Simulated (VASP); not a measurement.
# CuSn3 (I4/mmm) in VASP: further runs

Runs on CuSn3. Level: PBEsol. Tasks: single point.

Program: VASP 6.6.1. These are calculated values, not measurements. Logs are shortened: lines on timing, memory, paths and dates and some standing lists are left out, and cuts for length are marked.

## (1) The cell of the first run

Symmetry: I4/mmm, No. 139, tetragonal system. Conventional cell: a = 4.388 Å, b = 4.388 Å, c = 9.543 Å, α = 90.00°, β = 90.00°, γ = 90.00°. Sn (site symmetry 4/mmm) has 4 Cu at 3.10 Å and 8 Sn at 3.24 Å within 4.1 Å. Sn (site symmetry -4m2) has 8 Sn at 3.10 to 3.24 Å and 4 Cu at 3.24 Å within 4.1 Å. Within 4.1 Å of Cu (site symmetry 4/mmm) lie 12 Sn at 3.10 to 3.24 Å.

## (2) Single point, PBEsol

INCAR

```
SYSTEM = CuSn3
PREC = Accurate
ENCUT = 520
EDIFF = 1E-7
ISMEAR = -1
SIGMA = 0.05
LREAL = .False.
LASPH = .True.
NELM = 80
ALGO = Fast
ISIF = 2
LWAVE = .False.
LCHARG = .False.
GGA = PS
NBANDS = 34
```

KPOINTS

```
Automatic mesh
0
Gamma
  8 8 8
  0 0 0
```

POSCAR

```
CuSn3
1.0
   -2.1941778637      2.1941778637      4.7712739781
    2.1941778637     -2.1941778637      4.7712739781
    2.1941778637      2.1941778637     -4.7712739781
Sn Cu
3 1
Direct
    0.5000000000      0.5000000000      0.0000000000
    0.2500000000      0.7500000000      0.5000000000
    0.7500000000      0.2500000000      0.5000000000
    0.0000000000      0.0000000000      0.0000000000
```

Potentials or basis: VASP PAW PBE potentials, release 64 (Sn_d, Cu).

Run with:

```
$ cat potpaw_PBE.64/Sn_d/POTCAR potpaw_PBE.64/Cu/POTCAR > POTCAR
$ mpirun -np 1 vasp_std > vasp.out
```

OUTCAR:

```text
SYSTEM = CuSn3
   PREC = Accurate
   ENCUT = 520
   EDIFF = 1E-7
   ISMEAR = -1
   LREAL = .False.
   LASPH = .True.
   NELM = 80
   ISIF = 2
   GGA = PS

 ion  position               nearest neighbor table
   1  0.500  0.500  0.000-   4 3.10   4 3.10   4 3.10   4 3.10   3 3.24   2 3.24   3 3.24   3 3.24
                             2 3.24   2 3.24   3 3.24   2 3.24
   2  0.250  0.750  0.500-   3 3.10   3 3.10   3 3.10   3 3.10   4 3.24   1 3.24   4 3.24   1 3.24
                             4 3.24   4 3.24   1 3.24   1 3.24
   3  0.750  0.250  0.500-   2 3.10   2 3.10   2 3.10   2 3.10   4 3.24   1 3.24   4 3.24   4 3.24
                             1 3.24   1 3.24   4 3.24   1 3.24
   4  0.000  0.000  0.000-   1 3.10   1 3.10   1 3.10   1 3.10   3 3.24   2 3.24   3 3.24   2 3.24
                             3 3.24   3 3.24   2 3.24   2 3.24

  LATTYP: Found a body centered tetragonal cell.
 ALAT       =     4.3883557274
 C/A-ratio  =     2.1745155928

  Lattice vectors:

 A1 = (  -2.1941778637,   2.1941778637,   4.7712739781)
 A2 = (   2.1941778637,  -2.1941778637,   4.7712739781)
 A3 = (   2.1941778637,   2.1941778637,  -4.7712739781)

Analysis of symmetry for initial positions (statically):
=====================================================================
 Subroutine PRICEL returns:
 Original cell was already a primitive cell.

 Routine SETGRP: Setting up the symmetry group for a
 body centered tetragonal supercell.

 Subroutine GETGRP returns: Found 16 space group operations
 (whereof 16 operations were pure point group operations)
 out of a pool of 16 trial point group operations.

The static configuration has the point symmetry D_4h.

Analysis of symmetry for dynamics (positions and initial velocities):
=====================================================================
 Subroutine PRICEL returns:
 Original cell was already a primitive cell.

 Routine SETGRP: Setting up the symmetry group for a
 body centered tetragonal supercell.

 Subroutine GETGRP returns: Found 16 space group operations
 (whereof 16 operations were pure point group operations)
 out of a pool of 16 trial point group operations.

The dynamic configuration has the point symmetry D_4h.

 Subroutine INISYM returns: Found 16 space group operations
 (whereof 16 operations are pure point group operations),
 and found     1 'primitive' translations

----------------------------------------------------------------------------------------

                                     Primitive cell

  volume of cell :      91.8836

  direct lattice vectors                    reciprocal lattice vectors
    -2.194177864  2.194177864  4.771273978     0.000000000  0.227875784  0.104793814
     2.194177864 -2.194177864  4.771273978     0.227875784  0.000000000  0.104793814
     2.194177864  2.194177864 -4.771273978     0.227875784  0.227875784  0.000000000

  length of vectors
     5.691562911  5.691562911  5.691562911     0.250816898  0.250816898  0.322265024

  position of ions in fractional coordinates (direct lattice)
     0.500000000  0.500000000  0.000000000
     0.250000000  0.750000000  0.500000000
     0.750000000  0.250000000  0.500000000
     0.000000000  0.000000000  0.000000000

  ion indices of the primitive-cell ions
   primitive index   ion index
                 1           1
                 2           2
                 3           3
                 4           4

----------------------------------------------------------------------------------------

 KPOINTS: Automatic mesh

Automatic generation of k-mesh.
 Grid dimensions read from file:
 generate k-points for:    8    8    8

 Generating k-lattice:

  Cartesian coordinates                     Fractional coordinates (reciprocal lattice)
     0.000000000  0.028484473  0.013099227     0.125000000  0.000000000 -0.000000000
     0.028484473  0.000000000  0.013099227     0.000000000  0.125000000 -0.000000000
     0.028484473  0.028484473  0.000000000     0.000000000  0.000000000  0.125000000

  Length of vectors
     0.031352112  0.031352112  0.040283128

  Shift w.r.t. Gamma in fractional coordinates (k-lattice)
     0.000000000  0.000000000  0.000000000

 Subroutine IBZKPT returns following result:
 ===========================================

 Found     59 irreducible k-points:

 Following reciprocal coordinates:
            Coordinates               Weight
  0.000000  0.000000  0.000000      1.000000
  0.125000 -0.000000  0.000000      8.000000
  0.250000 -0.000000  0.000000      8.000000
  0.375000 -0.000000  0.000000      8.000000
  0.500000 -0.000000  0.000000      4.000000
  0.125000  0.125000  0.000000      8.000000
[... 16 lines left out ...]
  0.250000  0.125000  0.125000     16.000000
  0.375000  0.125000  0.125000      8.000000
 [... further k-points ...]
   k-points           NKPTS =     59   k-points in BZ     NKDIM =     59   number of bands    NBANDS=     34
   number of dos      NEDOS =    301   number of ions     NIONS =      4
   total plane-waves  NPLWV =  74088
   dimension x,y,z NGX =    42 NGY =   42 NGZ =   42
   dimension x,y,z NGXF=    84 NGYF=   84 NGZF=   84
   ions per type =               3   1
   NGX,Y,Z   is equivalent  to a cutoff of  12.27, 12.27, 12.27 a.u.
   NGXF,Y,Z  is equivalent  to a cutoff of  24.54, 24.54, 24.54 a.u.
 SYSTEM =  CuSn3
   PREC   = accura    normal or accurate (medium, high low for compatibility)
   ISTART =      0    job   : 0-new  1-cont  2-samecut
   ICHARG =      2    charge: 1-file 2-atom 10-const
   ISPIN  =      1    spin polarized calculation?
   LNONCOLLINEAR =      F non collinear calculations
   LSORBIT =      F    spin-orbit coupling
   LASPH  =      T    aspherical Exc in radial PAW
   ENCUT  =  520.0 eV  38.22 Ry    6.18 a.u.  10.58 10.58 10.58*2*pi/ulx,y,z
   NELM   =     80;   NELMIN=  2; NELMDL= -5     # of ELM steps
   EDIFF  = 0.1E-06   stopping-criterion for ELM
   LREAL  =      F    real-space projection
   EDIFFG = 0.1E-05   stopping-criterion for IOM
   NSW    =      0    number of steps for IOM
   IBRION =     -1    ionic relax: 0-MD 1-quasi-New 2-CG
   NFREE  =      0    steps in history (QN), initial steepest desc. (CG)
   ISIF   =      2    stress and relaxation
   ISYM   =      2    0-nonsym 1-usesym 2-fastsym
   POTIM  = 0.5000    time-step for ionic-motion
   TEBEG  =    0.0;   TEEND  =   0.0 temperature during run
   PSTRESS=    0.0 pullay stress
   NELECT =      53.0000    total number of electrons
   NUPDOWN=      -1.0000    fix difference up-down
   EMIN   =  10.00;   EMAX   =-10.00  energy-range for DOS
   EFERMI =   0.00;   METHOD = LEGACY
   ISMEAR =    -1;   SIGMA  =   0.05  broadening in eV -4-tet -1-fermi 0-gaus
   EFERMI_NEDOS =   21; number of points for ismear=-14 and -15
   IALGO  =     68    algorithm
   IMIX   =      4    mixing-type and parameters
     AMIX     =   0.40;   BMIX     =  1.00
     AMIX_MAG =   1.60;   BMIX_MAG =  1.00
  volume/ion in A,a.u.               =      22.97       155.02
  Fermi-wavevector in a.u.,A,eV,Ry     =   1.362764  2.575251 25.267745  1.857127
  Thomas-Fermi vector in A             =   2.489226
   LORBIT       =      0    0 simple, 1 ext, 2 COOP (PROOUT), +10 PAW based schemes
   GGA     = PS    functional components
   LHFCALC =     F    Hartree Fock is set to
   AEXX    =    0.0000 exact exchange contribution
   IVDW    =     0    specifies the selected vdW correction
   LEPSILON=     F    determine dielectric tensor
   LRPA    =     F    only Hartree local field effects (RPA)
 non-spin polarized calculation
 RMM-DIIS sequential band-by-band and
  energy-cutoff  :      520.00
  volume of cell :       91.88
 maximum number of plane-waves:      2501
   NGX = 21   NGY = 21   NGZ = 21

 number of electron      52.9999996 magnetization

 Free energy of the ion-electron system (eV)
  ---------------------------------------------------
  ext. energy  EPLUGINS =         0.00000000
  ---------------------------------------------------
  free energy    TOTEN  =       -16.20923701 eV

  energy without entropy =      -16.19062034  energy(sigma->0) =      -16.19992868

 E-fermi :   8.1135     XC(G=0): -10.9026

 val. band max:        8.0999296331   @ k =   0.1250   0.1250   0.1250
 cond. band min:       8.1215600086   @ k =  -0.1250   0.2500   0.1250
 fundamental gap:      0.0216303754
 Fermi energy:         8.1135484173

 k-point     1 :       0.0000    0.0000    0.0000
  band No.  band energies     occupation
      1     -13.5303      2.00000
      2     -13.3966      2.00000
      3     -13.3961      2.00000
      4     -13.3297      2.00000
      5     -13.3297      2.00000
      6     -13.3295      2.00000
[... 26 lines left out ...]
     33      12.6853      0.00000
     34      16.2311      0.00000

 k-point     2 :       0.1250   -0.0000    0.0000
  band No.  band energies     occupation
      1     -13.5136      2.00000
      2     -13.3966      2.00000
      3     -13.3836      2.00000
      4     -13.3500      2.00000
      5     -13.3446      2.00000
      6     -13.3101      2.00000
[... 26 lines left out ...]
     33      12.1172      0.00000
     34      17.3200      0.00000

 k-point     3 :       0.2500   -0.0000    0.0000
  band No.  band energies     occupation
      1     -13.4658      2.00000
      2     -13.3907      2.00000
      3     -13.3675      2.00000
      4     -13.3580      2.00000
      5     -13.3391      2.00000
      6     -13.2976      2.00000
[... 26 lines left out ...]
     33      12.8951      0.00000
     34      15.7066      0.00000
[... 704 lines left out ...]
 k-point    23 :       0.2500    0.1250    0.1250
  band No.  band energies     occupation
      1     -13.4273      2.00000
      2     -13.3862      2.00000
      3     -13.3514      2.00000
      4     -13.3379      2.00000
      5     -13.3233      2.00000
      6     -13.3111      2.00000
[... 26 lines left out ...]
     33      13.9519      0.00000
     34      14.7486      0.00000

 k-point    24 :       0.3750    0.1250    0.1250
  band No.  band energies     occupation
      1     -13.3907      2.00000
      2     -13.3849      2.00000
      3     -13.3754      2.00000
      4     -13.3640      2.00000
      5     -13.3163      2.00000
      6     -13.2998      2.00000
[... 26 lines left out ...]
     33      14.2825      0.00000
     34      14.9373      0.00000

 [... further k-points ...]
[... 5 lines left out ...]
  --------------------------------------------------------------------------------------
  -------------------------------------------------------------------------------------
  Total       -0.5327470     -0.5327470     -0.6115767      0.0000000     -0.0000000      0.0000000
  in kB       -9.2895275     -9.2895275    -10.6640820      0.0000000     -0.0000000      0.0000000
  external PRESSURE =      -9.7477123 kB  Pullay stress =       0.0000000 kB

 VOLUME and BASIS-vectors are now :
 -----------------------------------------------------------------------------
  energy-cutoff  :      520.00
  volume of cell :       91.88
      direct lattice vectors                 reciprocal lattice vectors
    -2.194177864  2.194177864  4.771273978     0.000000000  0.227875784  0.104793814
     2.194177864 -2.194177864  4.771273978     0.227875784  0.000000000  0.104793814
     2.194177864  2.194177864 -4.771273978     0.227875784  0.227875784  0.000000000

 POSITION                                       TOTAL-FORCE (eV/Angst)
 -----------------------------------------------------------------------------------
      0.00000      0.00000      4.77127        -0.000000      0.000000      0.000000
      2.19418      0.00000      2.38564         0.000000     -0.000000     -0.000000
      0.00000      2.19418      2.38564        -0.000000      0.000000     -0.000000
      0.00000      0.00000      0.00000        -0.000000      0.000000      0.000000
 -----------------------------------------------------------------------------------
    total drift:                               -0.000000     -0.000000      0.000000

  FREE ENERGIE OF THE ION-ELECTRON SYSTEM (eV)
  ---------------------------------------------------
  free  energy   TOTEN  =       -16.2092370054 eV

  energy  without entropy=      -16.1906203449  energy(sigma->0) =      -16.19992868
```

Wall time 3.4 min (1 thread of Intel Xeon 6975P-C (Granite Rapids), shared host); peak memory 0.35 GiB.

What came out:

* Free energy: -16.2092 eV
* Pressure: -1.0 GPa
* Band gap on the k mesh: zero (an odd number of electrons rules out a gap without spin polarisation)

Caveat: the PAW data sets were made with another functional, which shifts forces and pressure a little; spin-orbit coupling is left out, which moves the levels of the heavy elements.

## (3) Single point, PBEsol

This run uses another cell than the first one, of 24.44 Å³/atom.

INCAR

```
PREC = Accurate ; ENCUT = 520
EDIFF = 1E-6 ; ISMEAR = -1
SIGMA = 0.05 ; LREAL = False
LASPH = True ; NELM = 60
ALGO = Fast ; ISIF = 2
LWAVE = False ; LCHARG = True
GGA = PS ; LELF = True
LVHAR = True ; NBANDS = 34
```

KPOINTS

```
Automatic mesh
0
Gamma
  8 8 8
```

POSCAR

```
CuSn3
1.0
   -2.2399030000      2.2399030000      4.8707040000
    2.2399030000     -2.2399030000      4.8707040000
    2.2399030000      2.2399030000     -4.8707040000
Sn Cu
3 1
Direct
    0.5000000000      0.5000000000      0.0000000000
    0.2500000000      0.7500000000      0.5000000000
    0.7500000000      0.2500000000      0.5000000000
    0.0000000000      0.0000000000      0.0000000000
```

Potentials or basis: VASP PAW PBE potentials, release 64 (Sn_d, Cu).

Run with:

```
$ cat potpaw_PBE.64/Sn_d/POTCAR potpaw_PBE.64/Cu/POTCAR > POTCAR
$ mpirun -np 1 vasp_std > vasp.out
```

It took 4.5 min on 1 thread of Intel Xeon 6975P-C (Granite Rapids), shared host; peak memory 0.43 GiB.

It converged, with:

```yaml
Free_energy: -16.1157 eV
Pressure: -4.2 GPa
Band_gap_on_the_k_mesh: zero (an odd number of electrons rules out a gap without spin polarisation)
```

Stress tensor (GPa, compression positive):
```
-4.05  0.00  0.00
 0.00 -4.05  0.00
 0.00  0.00 -4.37
```

Levels at points of the mesh, in eV from the Fermi level:
```csv
k point,band 23,band 24,band 25,band 26,band 27,band 28,band 29,band 30
"(0.00, 0.00, 0.00)",-2.32,-1.98,-0.99,-0.99,-0.13,-0.13,0.47,1.44
"(0.50, 0.00, 0.00)",-2.24,-1.95,-0.07,-0.04,0.06,0.25,2.13,2.63
"(0.50, 0.50, 0.00)",-2.23,-2.18,-2.07,-2.00,0.26,0.87,0.88,1.28
"(0.50, 0.50, 0.50)",-2.32,-2.32,-2.01,-0.84,2.77,2.77,2.82,2.82
```

Caveat: the cell stands under tension; the PAW data sets were made with another functional, which shifts forces and pressure a little; spin-orbit coupling is left out, which moves the levels of the heavy elements.

The gap in the log of VASP goes by the Fermi energy; the results here count the filled bands.